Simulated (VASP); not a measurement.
# Au4C in VASP: notebook

The runs below take Au4C through single point, with r2SCAN.

Program: VASP 6.6.1. These are calculated values, not measurements. Logs are shortened: lines on timing, memory, paths and dates and some standing lists are left out, and cuts for length are marked.

## 1. The cell of the first run

The cell holds a slab with vacuum, 5 atoms: a = 2.916 Å, b = 2.916 Å, c = 26.143 Å, α = 90.00°, β = 90.00°, γ = 120.00°.

## 2. Single point, r2SCAN

File POSCAR:

```
Au4C
1.0
    2.9162060726      0.0000000000      0.0000000000
   -1.4581030363      2.5255085416      0.0000000000
    0.0000000000      0.0000000000     26.1432168628
Au C
4 1
Direct
    0.6666666667      0.3333333333      0.3251321383
    0.3333333333      0.6666666667      0.4162101529
    0.0000000000      0.0000000000      0.5076861656
    0.6666666667      0.3333333333      0.6018856855
    0.6666666667      0.3333333333      0.6763015944
```

File INCAR.step1:

```
PREC = Accurate
ENCUT = 520
ISMEAR = 0
SIGMA = 0.1
LREAL = F
LASPH = T
NELM = 60
LDIPOL = T
IDIPOL = 3
DIPOL = 0.5 0.5 0.505
NBANDS = 32
GGA = PE
ALGO = Normal
EDIFF = 1E-4
LWAVE = T
LCHARG = F
```

File INCAR.step2:

```
PREC = Accurate
ENCUT = 520
EDIFF = 1E-6
ISMEAR = 0
SIGMA = 0.1
LREAL = F
LASPH = T
NELM = 60
ALGO = Normal
ISIF = 2
LWAVE = F
LCHARG = F
LDIPOL = T
IDIPOL = 3
DIPOL = 0.5 0.5 0.505
METAGGA = R2SCAN
LMIXTAU = T
NBANDS = 32
ISTART = 1
```

File KPOINTS:

```
regular mesh
0
Gamma
  12 12 1
```

Potentials or basis: VASP PAW PBE potentials, release 64 (Au, C).

Started as:

```bash
cat potpaw_PBE.64/Au/POTCAR potpaw_PBE.64/C/POTCAR > POTCAR
cp INCAR.step1 INCAR
mpirun -np 1 vasp_std > vasp.out
cp INCAR.step2 INCAR
mpirun -np 1 vasp_std > vasp.out
```

OUTCAR:

```text
PREC = Accurate
   ENCUT = 520
   EDIFF = 1E-6
   ISMEAR = 0
   LREAL = F
   LASPH = T
   NELM = 60
   ISIF = 2
   METAGGA = R2SCAN
   ISTART = 1

 ion  position               nearest neighbor table
   1  0.667  0.333  0.325-   2 2.92   2 2.92   2 2.92
   2  0.333  0.667  0.416-   1 2.92   1 2.92   1 2.92   3 2.92   3 2.92   3 2.92
   3  0.000  0.000  0.508-   2 2.92   2 2.92   2 2.92   4 2.98   4 2.98   4 2.98
   4  0.667  0.333  0.602-   5 1.95   3 2.98   3 2.98   3 2.98
   5  0.667  0.333  0.676-   4 1.95

  LATTYP: Found a hexagonal cell.
 ALAT       =     2.9162060726
 C/A-ratio  =     8.9648043423

  Lattice vectors:

 A1 = (   2.9162060726,   0.0000000000,   0.0000000000)
 A2 = (  -1.4581030363,   2.5255085416,   0.0000000000)
 A3 = (   0.0000000000,   0.0000000000,  26.1432168628)

Analysis of symmetry for initial positions (statically):
=====================================================================
 Subroutine PRICEL returns:
 Original cell was already a primitive cell.

 Routine SETGRP: Setting up the symmetry group for a
 hexagonal supercell.

 Subroutine GETGRP returns: Found  6 space group operations
 (whereof  6 operations were pure point group operations)
 out of a pool of 24 trial point group operations.

The static configuration has the point symmetry C_3v.

Analysis of symmetry for dynamics (positions and initial velocities):
=====================================================================
 Subroutine PRICEL returns:
 Original cell was already a primitive cell.

 Routine SETGRP: Setting up the symmetry group for a
 hexagonal supercell.

 Subroutine GETGRP returns: Found  6 space group operations
 (whereof  6 operations were pure point group operations)
 out of a pool of 24 trial point group operations.

The dynamic configuration has the point symmetry C_3v.

 Subroutine INISYM returns: Found  6 space group operations
 (whereof  6 operations are pure point group operations),
 and found     1 'primitive' translations

----------------------------------------------------------------------------------------

                                     Primitive cell

  volume of cell :     192.5423

  direct lattice vectors                    reciprocal lattice vectors
     2.916206073  0.000000000  0.000000000     0.342911295  0.197979928  0.000000000
    -1.458103036  2.525508542  0.000000000     0.000000000  0.395959857  0.000000000
     0.000000000  0.000000000 26.143216863     0.000000000  0.000000000  0.038250840

  length of vectors
     2.916206073  2.916206073 26.143216863     0.395959857  0.395959857  0.038250840

  position of ions in fractional coordinates (direct lattice)
     0.666666667  0.333333333  0.325132138
     0.333333333  0.666666667  0.416210153
     0.000000000  0.000000000  0.507686166
     0.666666667  0.333333333  0.601885686
     0.666666667  0.333333333  0.676301594

  ion indices of the primitive-cell ions
   primitive index   ion index
                 1           1
                 2           2
                 3           3
                 4           4
                 5           5

----------------------------------------------------------------------------------------

 KPOINTS: regular mesh

Automatic generation of k-mesh.
 Grid dimensions read from file:
 generate k-points for:   12   12    1

 Generating k-lattice:

  Cartesian coordinates                     Fractional coordinates (reciprocal lattice)
     0.028575941  0.016498327  0.000000000     0.083333333  0.000000000  0.000000000
     0.000000000  0.032996655  0.000000000     0.000000000  0.083333333  0.000000000
     0.000000000  0.000000000  0.038250840     0.000000000  0.000000000  1.000000000

  Length of vectors
     0.032996655  0.032996655  0.038250840

  Shift w.r.t. Gamma in fractional coordinates (k-lattice)
     0.000000000  0.000000000  0.000000000

 Subroutine IBZKPT returns following result:
 ===========================================

 Found     19 irreducible k-points:

 Following reciprocal coordinates:
            Coordinates               Weight
  0.000000  0.000000  0.000000      1.000000
  0.083333 -0.000000  0.000000      6.000000
  0.166667 -0.000000  0.000000      6.000000
  0.250000 -0.000000  0.000000      6.000000
  0.333333  0.000000  0.000000      6.000000
  0.416667 -0.000000  0.000000      6.000000
[... 11 lines left out ...]
  0.333333  0.250000  0.000000     12.000000
  0.333333  0.333333  0.000000      2.000000
   k-points           NKPTS =     19   k-points in BZ     NKDIM =     19   number of bands    NBANDS=     32
   number of dos      NEDOS =    301   number of ions     NIONS =      5
   total plane-waves  NPLWV = 112896
   dimension x,y,z NGX =    24 NGY =   24 NGZ =  196
   dimension x,y,z NGXF=    48 NGYF=   48 NGZF=  392
   ions per type =               4   1
   NGX,Y,Z   is equivalent  to a cutoff of  13.68, 13.68, 12.46 a.u.
   NGXF,Y,Z  is equivalent  to a cutoff of  27.36, 27.36, 24.93 a.u.
 SYSTEM =  unknown system
   PREC   = accura    normal or accurate (medium, high low for compatibility)
   ISTART =      1    job   : 0-new  1-cont  2-samecut
   ICHARG =      0    charge: 1-file 2-atom 10-const
   ISPIN  =      1    spin polarized calculation?
   LNONCOLLINEAR =      F non collinear calculations
   LSORBIT =      F    spin-orbit coupling
   LASPH  =      T    aspherical Exc in radial PAW
   ENCUT  =  520.0 eV  38.22 Ry    6.18 a.u.   5.42  5.42 48.61*2*pi/ulx,y,z
   NELM   =     60;   NELMIN=  2; NELMDL=  0     # of ELM steps
   EDIFF  = 0.1E-05   stopping-criterion for ELM
   LREAL  =      F    real-space projection
[... 7 lines left out ...]
   TEBEG  =    0.0;   TEEND  =   0.0 temperature during run
   PSTRESS=    0.0 pullay stress
   NELECT =      48.0000    total number of electrons
   NUPDOWN=      -1.0000    fix difference up-down
   EMIN   =  10.00;   EMAX   =-10.00  energy-range for DOS
   EFERMI =   0.00;   METHOD = LEGACY
   ISMEAR =     0;   SIGMA  =   0.10  broadening in eV -4-tet -1-fermi 0-gaus
   EFERMI_NEDOS =   21; number of points for ismear=-14 and -15
   IALGO  =     38    algorithm
   IMIX   =      4    mixing-type and parameters
     AMIX     =   0.40;   BMIX     =  1.00
     AMIX_MAG =   1.60;   BMIX_MAG =  1.00
  volume/ion in A,a.u.               =      38.51       259.87
  Fermi-wavevector in a.u.,A,eV,Ry     =   1.030338  1.947057 14.443907  1.061597
  Thomas-Fermi vector in A             =   2.164431
   LORBIT       =      0    0 simple, 1 ext, 2 COOP (PROOUT), +10 PAW based schemes
   METAGGA = R2SCAN    functional components
   LHFCALC =     F    Hartree Fock is set to
   AEXX    =    0.0000 exact exchange contribution
   IVDW    =     0    specifies the selected vdW correction
   LEPSILON=     F    determine dielectric tensor
   LRPA    =     F    only Hartree local field effects (RPA)
 non-spin polarized calculation
 Gauss-broadening in eV      SIGMA  =   0.10
  energy-cutoff  :      520.00
  volume of cell :      192.54
 maximum number of plane-waves:      5305
 NGX is ok and might be reduce to    24
   NGX = 11   NGY = 11   NGZ = 97

 dipolmoment           0.000000      0.000000     -0.047635 electrons x Angstroem

 number of electron      48.0000003 magnetization

 dipolmoment           0.000000      0.000000      0.062434 electrons x Angstroem

 Free energy of the ion-electron system (eV)
  ---------------------------------------------------
  ext. energy  EPLUGINS =         0.00000000
  ---------------------------------------------------
  free energy    TOTEN  =      -206.25880280 eV

  energy without entropy =     -206.24061922  energy(sigma->0) =     -206.24971101

 E-fermi :  -0.0929     XC(G=0):  -6.0844

 val. band max:       -0.1842371642   @ k =   0.0000   0.0000   0.0000
 cond. band min:      -0.0884459458   @ k =   0.4167   0.0833   0.0000
 fundamental gap:      0.0957912184
 Fermi energy:        -0.0929078443

 k-point     1 :       0.0000    0.0000    0.0000
  band No.  band energies     occupation
      1     -12.5387      2.00000
      2      -9.3051      2.00000
      3      -8.3548      2.00000
      4      -7.7760      2.00000
      5      -7.1657      2.00000
      6      -5.5381      2.00000
[... 24 lines left out ...]
     31       6.2967      0.00000
     32       7.0459      0.00000

 k-point     2 :       0.0833   -0.0000    0.0000
  band No.  band energies     occupation
      1     -12.4404      2.00000
      2      -9.0966      2.00000
      3      -8.1534      2.00000
      4      -7.5913      2.00000
      5      -6.9731      2.00000
      6      -5.5795      2.00000
[... 24 lines left out ...]
     31       6.4564      0.00000
     32       7.2026      0.00000

 k-point     3 :       0.1667   -0.0000    0.0000
  band No.  band energies     occupation
      1     -12.1617      2.00000
      2      -8.5156      2.00000
      3      -7.6173      2.00000
      4      -7.1276      2.00000
      5      -6.4853      2.00000
      6      -5.7376      2.00000
[... 24 lines left out ...]
     31       6.9338      0.00000
     32       7.6657      0.00000

 k-point     4 :       0.2500   -0.0000    0.0000
  band No.  band energies     occupation
      1     -11.7501      2.00000
      2      -7.7573      2.00000
      3      -7.0854      2.00000
      4      -6.7647      2.00000
      5      -6.1681      2.00000
      6      -5.9365      2.00000
[... 479 lines left out ...]
     31       6.7114      0.00000
     32       7.5107      0.00000

 k-point    18 :       0.3333    0.2500    0.0000
  band No.  band energies     occupation
      1     -10.5663      2.00000
      2      -6.7766      2.00000
      3      -6.3365      2.00000
      4      -6.0317      2.00000
      5      -5.9675      2.00000
      6      -5.8155      2.00000
[... 24 lines left out ...]
     31       5.9451      0.00000
     32       6.8879      0.00000

 k-point    19 :       0.3333    0.3333    0.0000
  band No.  band energies     occupation
      1     -10.4921      2.00000
      2      -6.4946      2.00000
      3      -6.4876      2.00000
      4      -5.8671      2.00000
      5      -5.7737      2.00000
      6      -5.7572      2.00000
[... 24 lines left out ...]
     31       6.3682      0.00000
     32       6.6181      0.00000

------------------------ aborting loop because EDIFF is reached ----------------------------------------

 vacuum level on the upper side and lower side of the slab       (xc-potential included)         0.728        -0.788

  FORCE on cell =-STRESS in cart. coord.  units (eV):
  Direction    XX          YY          ZZ          XY          YZ          ZX
  --------------------------------------------------------------------------------------
  -------------------------------------------------------------------------------------
  Total       -3.3620691     -3.3620691      0.5146512      0.0000000      0.0000000      0.0000000
  in kB      -27.9763557    -27.9763557      4.2825014      0.0000000      0.0000000      0.0000000
  external PRESSURE =     -17.2234033 kB  Pullay stress =       0.0000000 kB

 VOLUME and BASIS-vectors are now :
 -----------------------------------------------------------------------------
  energy-cutoff  :      520.00
  volume of cell :      192.54
      direct lattice vectors                 reciprocal lattice vectors
     2.916206073  0.000000000  0.000000000     0.342911295  0.197979928  0.000000000
    -1.458103036  2.525508542  0.000000000     0.000000000  0.395959857  0.000000000
     0.000000000  0.000000000 26.143216863     0.000000000  0.000000000  0.038250840

 POSITION                                       TOTAL-FORCE (eV/Angst)
 -----------------------------------------------------------------------------------
      1.45810      0.84184      8.50000         0.000000     -0.000000     -0.141764
     -0.00000      1.68367     10.88107        -0.000000     -0.000000      0.115083
      0.00000      0.00000     13.27255        -0.000000     -0.000000      0.016219
      1.45810      0.84184     15.73523         0.000000     -0.000000     -0.055402
      1.45810      0.84184     17.68070         0.000000      0.000000      0.065864
 -----------------------------------------------------------------------------------
    total drift:                                0.000000     -0.000000     -0.000295

  FREE ENERGIE OF THE ION-ELECTRON SYSTEM (eV)
  ---------------------------------------------------
  free  energy   TOTEN  =      -206.2588027973 eV

  energy  without entropy=     -206.2406192154  energy(sigma->0) =     -206.24971101

 vacuum level on the upper side and lower side of the slab         6.671         5.124
```

Run time: 5.9 min. Hardware: 1 thread of Intel Xeon 6975P-C (Granite Rapids), shared host; peak memory 0.42 GiB.

What came out:

```yaml
Free_energy: -206.2588 eV
Largest_force: 0.142 eV/Å
Band_gap_on_the_k_mesh: zero (bands 24 and 25 overlap by 3.10 eV)
```

Forces on the atoms (eV/Å):
```
Au   0.000  0.000 -0.142
Au   0.000  0.000  0.115
Au   0.000  0.000  0.016
Au   0.000  0.000 -0.055
C    0.000  0.000  0.066
```

Caveat: the PAW data sets were made with another functional, which shifts forces and pressure a little; spin-orbit coupling is left out, which moves the levels of the heavy elements.

## 3. Single point, r2SCAN

File POSCAR:

```
Au4C
1.0
    2.9162060726      0.0000000000      0.0000000000
   -1.4581030363      2.5255085416      0.0000000000
    0.0000000000      0.0000000000     26.1432168628
Au C
4 1
Direct
    0.6666666667      0.3333333333      0.3251321383
    0.3333333333      0.6666666667      0.4162101529
    0.0000000000      0.0000000000      0.5095835477
    0.6666666667      0.3333333333      0.6036410268
    0.0000000000      0.0000000000      0.6528653094
```

File INCAR.step1:

```
SYSTEM = Au4C
  ALGO = Normal
  DIPOL = 0.5 0.5 0.501
  EDIFF = 1E-4
  ENCUT = 520
  GGA = PE
  IDIPOL = 3
  ISMEAR = 0
  LASPH = .TRUE.
  LCHARG = .FALSE.
  LDIPOL = .TRUE.
  LREAL = .FALSE.
  LWAVE = .TRUE.
  NBANDS = 32
  NELM = 80
  PREC = Accurate
  SIGMA = 0.1
```

File INCAR.step2:

```
SYSTEM = Au4C
  ALGO = Normal
  DIPOL = 0.5 0.5 0.501
  EDIFF = 1E-6
  ENCUT = 520
  IDIPOL = 3
  ISIF = 2
  ISMEAR = 0
  ISTART = 1
  LASPH = .TRUE.
  LCHARG = .FALSE.
  LDIPOL = .TRUE.
  LMIXTAU = .TRUE.
  LREAL = .FALSE.
  LWAVE = .FALSE.
  METAGGA = R2SCAN
  NBANDS = 32
  NELM = 80
  PREC = Accurate
  SIGMA = 0.1
```

File KPOINTS:

```
k-points
0
G
  12 12 1
  0 0 0
```

Potentials or basis: VASP PAW PBE potentials, release 64 (Au, C).

Started as:

```bash
cat potpaw_PBE.64/Au/POTCAR potpaw_PBE.64/C/POTCAR > POTCAR
cp INCAR.step1 INCAR
mpirun -np 1 vasp_std > vasp.out
cp INCAR.step2 INCAR
mpirun -np 1 vasp_std > vasp.out
```

Wall time 8 min (1 thread of Intel Xeon 6975P-C (Granite Rapids), shared host); peak memory 0.42 GiB.

Results (log left out):

* Free energy: -206.8128 eV
* Largest force: 0.293 eV/Å
* Band gap on the k mesh: zero (bands 24 and 25 overlap by 2.34 eV)

Forces in eV/Å, atoms in the order of the input:
```
Au   0.000  0.000 -0.293
Au   0.000  0.000  0.285
Au   0.000  0.000 -0.007
Au   0.000  0.000 -0.018
C    0.000  0.000  0.033
```

Levels at points of the mesh, in eV from the Fermi level:
| k point | band 22 | band 23 | band 24 | band 25 | band 26 | band 27 |
| --- | --- | --- | --- | --- | --- | --- |
| (0.00, 0.00, 0.00) | -2.90 | -2.33 | -2.33 | -0.80 | 0.18 | 3.37 |
| (0.50, 0.00, 0.00) | -1.77 | -0.30 | 0.20 | 0.89 | 1.42 | 2.24 |

Caveat: the PAW data sets were made with another functional, which shifts forces and pressure a little; spin-orbit coupling is left out, which moves the levels of the heavy elements.

The gap in the log of VASP goes by the Fermi energy; the results here count the filled bands.